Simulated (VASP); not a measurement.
# Ta2SiOF2 in VASP: notebook

Runs on Ta2SiOF2. Level: PBE. Tasks: single point.

All numbers are computed with VASP 6.6.1; they aren't measurements. Logs are shortened: lines on timing, memory, paths and dates and some standing lists are left out, and cuts for length are marked.

## Step 1: The cell of the first run

Symmetry: P4/mmm, No. 123, tetragonal system. Conventional cell: a = 4.737 Å, b = 4.737 Å, c = 4.140 Å, α = 90.00°, β = 90.00°, γ = 90.00°. Within 2.7 Å of Ta (site symmetry mmm) lie 2 F at 2.07 Å and 2 Si at 2.37 Å and 2 O at 2.37 Å. Within 3.2 Å of Si (site symmetry 4/mmm) lie 4 Ta at 2.37 Å and 8 F at 3.15 Å. Within 3.2 Å of O (site symmetry 4/mmm) lie 4 Ta at 2.37 Å and 8 F at 3.15 Å. F (site symmetry mmm) has 2 Ta at 2.07 Å within 2.7 Å.

The cell was generated, and may not be a known phase.

## Step 2: Single point, PBE

The input, INCAR:

```
SYSTEM = Ta2SiOF2
  PREC = Accurate
  ENCUT = 520
  EDIFF = 1E-6
  ISMEAR = 0
  SIGMA = 0.1
  LREAL = .FALSE.
  LASPH = .TRUE.
  NELM = 60
  ALGO = Normal
  ISIF = 2
  LWAVE = .FALSE.
  LCHARG = .FALSE.
  GGA = PE
  NBANDS = 32
```

The input, KPOINTS:

```
Automatic mesh
0
G
  8 8 10
  0 0 0
```

The input, POSCAR:

```
Ta2SiOF2
1.0
    4.7372803263      0.0000000000      0.0000000000
    0.0000000000      4.7372803263      0.0000000000
    0.0000000000      0.0000000000      4.1400751548
Ta Si O F
2 1 1 2
Direct
    0.5000000000      0.0000000000      0.0000000000
    0.0000000000      0.5000000000      0.0000000000
    0.5000000000      0.5000000000      0.0000000000
    0.0000000000      0.0000000000      0.0000000000
    0.5000000000      0.0000000000      0.5000000000
    0.0000000000      0.5000000000      0.5000000000
```

Potentials or basis: VASP PAW PBE potentials, release 64 (Ta_pv, Si, O, F).

The run is started by

```console
$ cat potpaw_PBE.64/Ta_pv/POTCAR potpaw_PBE.64/Si/POTCAR potpaw_PBE.64/O/POTCAR potpaw_PBE.64/F/POTCAR > POTCAR
$ mpirun -np 1 vasp_std > vasp.out
```

OUTCAR:

```text
SYSTEM = Ta2SiOF2
   PREC = Accurate
   ENCUT = 520
   EDIFF = 1E-6
   ISMEAR = 0
   LREAL = .FALSE.
   LASPH = .TRUE.
   NELM = 60
   ISIF = 2
   GGA = PE

 ion  position               nearest neighbor table
   1  0.500  0.000  0.000-   5 2.07   5 2.07   3 2.37   4 2.37   3 2.37   4 2.37   2 3.35   2 3.35
                             2 3.35   2 3.35
   2  0.000  0.500  0.000-   6 2.07   6 2.07   3 2.37   4 2.37   4 2.37   3 2.37   1 3.35   1 3.35
                             1 3.35   1 3.35
   3  0.500  0.500  0.000-   1 2.37   2 2.37   1 2.37   2 2.37
   4  0.000  0.000  0.000-   1 2.37   2 2.37   2 2.37   1 2.37
   5  0.500  0.000  0.500-   1 2.07   1 2.07
   6  0.000  0.500  0.500-   2 2.07   2 2.07

  LATTYP: Found a simple tetragonal cell.
 ALAT       =     4.7372803263
 C/A-ratio  =     0.8739350154

  Lattice vectors:

 A1 = (   4.7372803263,   0.0000000000,   0.0000000000)
 A2 = (   0.0000000000,   4.7372803263,   0.0000000000)
 A3 = (   0.0000000000,   0.0000000000,   4.1400751548)

Analysis of symmetry for initial positions (statically):
=====================================================================
 Subroutine PRICEL returns:
 Original cell was already a primitive cell.

 Routine SETGRP: Setting up the symmetry group for a
 simple tetragonal supercell.

 Subroutine GETGRP returns: Found 16 space group operations
 (whereof 16 operations were pure point group operations)
 out of a pool of 16 trial point group operations.

The static configuration has the point symmetry D_4h.

Analysis of symmetry for dynamics (positions and initial velocities):
=====================================================================
 Subroutine PRICEL returns:
 Original cell was already a primitive cell.

 Routine SETGRP: Setting up the symmetry group for a
 simple tetragonal supercell.

 Subroutine GETGRP returns: Found 16 space group operations
 (whereof 16 operations were pure point group operations)
 out of a pool of 16 trial point group operations.

The dynamic configuration has the point symmetry D_4h.

 Subroutine INISYM returns: Found 16 space group operations
 (whereof 16 operations are pure point group operations),
 and found     1 'primitive' translations

----------------------------------------------------------------------------------------

                                     Primitive cell

  volume of cell :      92.9108

  direct lattice vectors                    reciprocal lattice vectors
     4.737280326  0.000000000  0.000000000     0.211091582  0.000000000  0.000000000
     0.000000000  4.737280326  0.000000000     0.000000000  0.211091582  0.000000000
     0.000000000  0.000000000  4.140075155     0.000000000  0.000000000  0.241541509

  length of vectors
     4.737280326  4.737280326  4.140075155     0.211091582  0.211091582  0.241541509

  position of ions in fractional coordinates (direct lattice)
     0.500000000  0.000000000  0.000000000
     0.000000000  0.500000000  0.000000000
     0.500000000  0.500000000  0.000000000
     0.000000000  0.000000000  0.000000000
     0.500000000  0.000000000  0.500000000
     0.000000000  0.500000000  0.500000000

  ion indices of the primitive-cell ions
   primitive index   ion index
                 1           1
                 2           2
                 3           3
                 4           4
                 5           5
                 6           6

----------------------------------------------------------------------------------------

 KPOINTS: Automatic mesh

Automatic generation of k-mesh.
 Grid dimensions read from file:
 generate k-points for:    8    8   10

 Generating k-lattice:

  Cartesian coordinates                     Fractional coordinates (reciprocal lattice)
     0.026386448  0.000000000  0.000000000     0.125000000  0.000000000  0.000000000
     0.000000000  0.026386448  0.000000000     0.000000000  0.125000000  0.000000000
     0.000000000  0.000000000  0.024154151     0.000000000  0.000000000  0.100000000

  Length of vectors
     0.026386448  0.026386448  0.024154151

  Shift w.r.t. Gamma in fractional coordinates (k-lattice)
     0.000000000  0.000000000  0.000000000

 Subroutine IBZKPT returns following result:
 ===========================================

 Found     90 irreducible k-points:

 Following reciprocal coordinates:
            Coordinates               Weight
  0.000000  0.000000  0.000000      1.000000
  0.125000  0.000000  0.000000      4.000000
  0.250000  0.000000  0.000000      4.000000
  0.375000  0.000000  0.000000      4.000000
  0.500000  0.000000  0.000000      2.000000
  0.125000  0.125000  0.000000      4.000000
[... 16 lines left out ...]
  0.375000  0.125000  0.100000     16.000000
  0.500000  0.125000  0.100000      8.000000
 [... further k-points ...]
   k-points           NKPTS =     90   k-points in BZ     NKDIM =     90   number of bands    NBANDS=     32
   number of dos      NEDOS =    301   number of ions     NIONS =      6
   total plane-waves  NPLWV =  41472
   dimension x,y,z NGX =    36 NGY =   36 NGZ =   32
   dimension x,y,z NGXF=    72 NGYF=   72 NGZF=   64
   ions per type =               2   1   1   2
   NGX,Y,Z   is equivalent  to a cutoff of  12.63, 12.63, 12.85 a.u.
   NGXF,Y,Z  is equivalent  to a cutoff of  25.27, 25.27, 25.70 a.u.
 SYSTEM =  Ta2SiOF2
   PREC   = accura    normal or accurate (medium, high low for compatibility)
   ISTART =      0    job   : 0-new  1-cont  2-samecut
   ICHARG =      2    charge: 1-file 2-atom 10-const
   ISPIN  =      1    spin polarized calculation?
   LNONCOLLINEAR =      F non collinear calculations
   LSORBIT =      F    spin-orbit coupling
   LASPH  =      T    aspherical Exc in radial PAW
   ENCUT  =  520.0 eV  38.22 Ry    6.18 a.u.   8.81  8.81  7.70*2*pi/ulx,y,z
   NELM   =     60;   NELMIN=  2; NELMDL= -5     # of ELM steps
   EDIFF  = 0.1E-05   stopping-criterion for ELM
   LREAL  =      F    real-space projection
   EDIFFG = 0.1E-04   stopping-criterion for IOM
   NSW    =      0    number of steps for IOM
   IBRION =     -1    ionic relax: 0-MD 1-quasi-New 2-CG
   NFREE  =      0    steps in history (QN), initial steepest desc. (CG)
   ISIF   =      2    stress and relaxation
   ISYM   =      2    0-nonsym 1-usesym 2-fastsym
   POTIM  = 0.5000    time-step for ionic-motion
   TEBEG  =    0.0;   TEEND  =   0.0 temperature during run
   PSTRESS=    0.0 pullay stress
   NELECT =      46.0000    total number of electrons
   NUPDOWN=      -1.0000    fix difference up-down
   EMIN   =  10.00;   EMAX   =-10.00  energy-range for DOS
   EFERMI =   0.00;   METHOD = LEGACY
   ISMEAR =     0;   SIGMA  =   0.10  broadening in eV -4-tet -1-fermi 0-gaus
   EFERMI_NEDOS =   21; number of points for ismear=-14 and -15
   IALGO  =     38    algorithm
   IMIX   =      4    mixing-type and parameters
     AMIX     =   0.40;   BMIX     =  1.00
     AMIX_MAG =   1.60;   BMIX_MAG =  1.00
  volume/ion in A,a.u.               =      15.49       104.50
  Fermi-wavevector in a.u.,A,eV,Ry     =   1.295106  2.447395 22.821045  1.677300
  Thomas-Fermi vector in A             =   2.426647
   LORBIT       =      0    0 simple, 1 ext, 2 COOP (PROOUT), +10 PAW based schemes
   GGA     = PE    functional components
   LHFCALC =     F    Hartree Fock is set to
   AEXX    =    0.0000 exact exchange contribution
   IVDW    =     0    specifies the selected vdW correction
   LEPSILON=     F    determine dielectric tensor
   LRPA    =     F    only Hartree local field effects (RPA)
 non-spin polarized calculation
 Gauss-broadening in eV      SIGMA  =   0.10
  energy-cutoff  :      520.00
  volume of cell :       92.91
 maximum number of plane-waves:      2520
 NGX is ok and might be reduce to    36
   NGX = 17   NGY = 17   NGZ = 15

 number of electron      45.9999986 magnetization

 Free energy of the ion-electron system (eV)
  ---------------------------------------------------
  ext. energy  EPLUGINS =         0.00000000
  ---------------------------------------------------
  free energy    TOTEN  =       -45.29645103 eV

  energy without entropy =      -45.27757980  energy(sigma->0) =      -45.28701542

 E-fermi :   4.6882     XC(G=0): -10.3256

 val. band max:        4.6847357827   @ k =   0.5000   0.1250   0.4000
 cond. band min:       4.6899392605   @ k =   0.1250   0.0000   0.5000
 fundamental gap:      0.0052034777
 Fermi energy:         4.6882396893

 k-point     1 :       0.0000    0.0000    0.0000
  band No.  band energies     occupation
      1     -31.7064      2.00000
      2     -31.6765      2.00000
      3     -31.5211      2.00000
      4     -31.5211      2.00000
      5     -31.1011      2.00000
      6     -31.1011      2.00000
[... 24 lines left out ...]
     31       6.9440      0.00000
     32       7.3853      0.00000

 k-point     2 :       0.1250    0.0000    0.0000
  band No.  band energies     occupation
      1     -31.7052      2.00000
      2     -31.6777      2.00000
      3     -31.5204      2.00000
      4     -31.5189      2.00000
      5     -31.1048      2.00000
      6     -31.1034      2.00000
[... 24 lines left out ...]
     31       7.0844      0.00000
     32       7.5590      0.00000

 k-point     3 :       0.2500    0.0000    0.0000
  band No.  band energies     occupation
      1     -31.7019      2.00000
      2     -31.6808      2.00000
      3     -31.5186      2.00000
      4     -31.5136      2.00000
      5     -31.1138      2.00000
      6     -31.1090      2.00000
[... 24 lines left out ...]
     31       7.3718      0.00000
     32       7.9457      0.00000

 k-point     4 :       0.3750    0.0000    0.0000
  band No.  band energies     occupation
      1     -31.6970      2.00000
      2     -31.6856      2.00000
      3     -31.5167      2.00000
      4     -31.5082      2.00000
      5     -31.1229      2.00000
      6     -31.1148      2.00000
[... 654 lines left out ...]
     31       7.6636      0.00000
     32       8.3519      0.00000

 k-point    23 :       0.3750    0.1250    0.1000
  band No.  band energies     occupation
      1     -31.7097      2.00000
      2     -31.6990      2.00000
      3     -31.5498      2.00000
      4     -31.4751      2.00000
      5     -31.1585      2.00000
      6     -31.0805      2.00000
[... 24 lines left out ...]
     31       8.3848      0.00000
     32       8.9230      0.00000

 k-point    24 :       0.5000    0.1250    0.1000
  band No.  band energies     occupation
      1     -31.7044      2.00000
      2     -31.7043      2.00000
      3     -31.5517      2.00000
      4     -31.4707      2.00000
      5     -31.1645      2.00000
      6     -31.0801      2.00000
[... 24 lines left out ...]
     31       8.7984      0.00000
     32       9.2721      0.00000

 [... further k-points ...]

------------------------ aborting loop because EDIFF is reached ----------------------------------------

  FORCE on cell =-STRESS in cart. coord.  units (eV):
  Direction    XX          YY          ZZ          XY          YZ          ZX
  --------------------------------------------------------------------------------------
  -------------------------------------------------------------------------------------
  Total       -0.0318779     -0.0318779      0.1537991      0.0000000      0.0000000      0.0000000
  in kB       -0.5497105     -0.5497105      2.6521493      0.0000000      0.0000000      0.0000000
  external PRESSURE =       0.5175761 kB  Pullay stress =       0.0000000 kB

 VOLUME and BASIS-vectors are now :
 -----------------------------------------------------------------------------
  energy-cutoff  :      520.00
  volume of cell :       92.91
      direct lattice vectors                 reciprocal lattice vectors
     4.737280326  0.000000000  0.000000000     0.211091582  0.000000000  0.000000000
     0.000000000  4.737280326  0.000000000     0.000000000  0.211091582  0.000000000
     0.000000000  0.000000000  4.140075155     0.000000000  0.000000000  0.241541509

 POSITION                                       TOTAL-FORCE (eV/Angst)
 -----------------------------------------------------------------------------------
      2.36864      0.00000      0.00000         0.000000      0.000000      0.000000
      0.00000      2.36864      0.00000         0.000000      0.000000      0.000000
      2.36864      2.36864      0.00000         0.000000      0.000000      0.000000
      0.00000      0.00000      0.00000         0.000000      0.000000      0.000000
      2.36864      0.00000      2.07004         0.000000      0.000000      0.000000
      0.00000      2.36864      2.07004         0.000000      0.000000      0.000000
 -----------------------------------------------------------------------------------
    total drift:                                0.000000     -0.000000      0.000000

  FREE ENERGIE OF THE ION-ELECTRON SYSTEM (eV)
  ---------------------------------------------------
  free  energy   TOTEN  =       -45.2964510318 eV

  energy  without entropy=      -45.2775798023  energy(sigma->0) =      -45.28701542
```

It took 2.2 min on 1 thread of AMD EPYC 9R45 (Zen 5), shared host; peak memory 0.34 GiB.

What came out:

```
Free energy            : -45.2965 eV
Pressure               : 0.1 GPa
Band gap on the k mesh : zero (bands 23 and 24 overlap by 1.83 eV)
```

Stress tensor (GPa, compression positive):
```
-0.05  0.00  0.00
 0.00 -0.05  0.00
 0.00  0.00  0.27
```

Levels at points of the mesh, in eV from the Fermi level:
| k point | band 21 | band 22 | band 23 | band 24 | band 25 | band 26 |
| --- | --- | --- | --- | --- | --- | --- |
| (0.00, 0.00, 0.00) | -1.28 | -1.28 | 0.04 | 0.19 | 0.19 | 0.50 |
| (0.50, 0.00, 0.00) | -2.52 | -1.99 | -0.74 | -0.20 | -0.19 | 0.67 |
| (0.50, 0.50, 0.00) | -4.60 | -3.02 | 0.62 | 0.74 | 0.87 | 1.60 |
| (0.00, 0.00, 0.50) | -1.35 | 0.06 | 0.06 | 0.07 | 0.10 | 0.10 |
| (0.50, 0.00, 0.50) | -2.61 | -1.65 | -0.14 | 0.49 | 0.96 | 1.37 |
| (0.50, 0.50, 0.50) | -4.15 | -1.80 | 1.53 | 1.69 | 1.69 | 1.82 |

Caveat: spin-orbit coupling is left out, which moves the levels of the heavy elements.

[end of part 1 of 2]

The gap in the log of VASP goes by the Fermi energy; the results here count the filled bands.